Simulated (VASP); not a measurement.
TaSi (zincblende type), 2 atoms in the cell. The structure is cubic, space group F-43m (No. 216). Conventional cell: a = 5.790 Å, b = 5.790 Å, c = 5.790 Å, α = 90.00°, β = 90.00°, γ = 90.00°. Ta (site symmetry -43m) has 4 Si at 2.51 Å within 3.3 Å. Si (site symmetry -43m) has 4 Ta at 2.51 Å within 3.3 Å. 

```yaml
Program: VASP 6.6.1
Task: single point
Functional: PBE
Potentials_or_basis: VASP PAW PBE potentials, release 64 (Ta_pv, Si)
Cutoff: 520 eV
k_mesh: 11 × 11 × 11
Occupations: fermi-dirac, width 0.05 eV
Spin: no spin polarisation
Dipole_correction: no
Further_INCAR_settings: ALGO = Normal; EDIFF = 1e-07; NBANDS = 14
```

Potentials or basis: VASP PAW PBE potentials, release 64 (Ta_pv, Si).

Command:

```bash
$ cat potpaw_PBE.64/Ta_pv/POTCAR potpaw_PBE.64/Si/POTCAR > POTCAR
$ mpirun -np 1 vasp_std > vasp.out
```

Hardware: 1 thread of Intel(R) Xeon(R) Platinum 8559C (Emerald Rapids) (shared host).

**Question.** Estimate the wall time of this run.

**Answer.** It took 20 s on 1 thread of Intel(R) Xeon(R) Platinum 8559C (Emerald Rapids) (shared host), peak memory 0.19 GiB. Counts: scf iterations 13, k points 56.
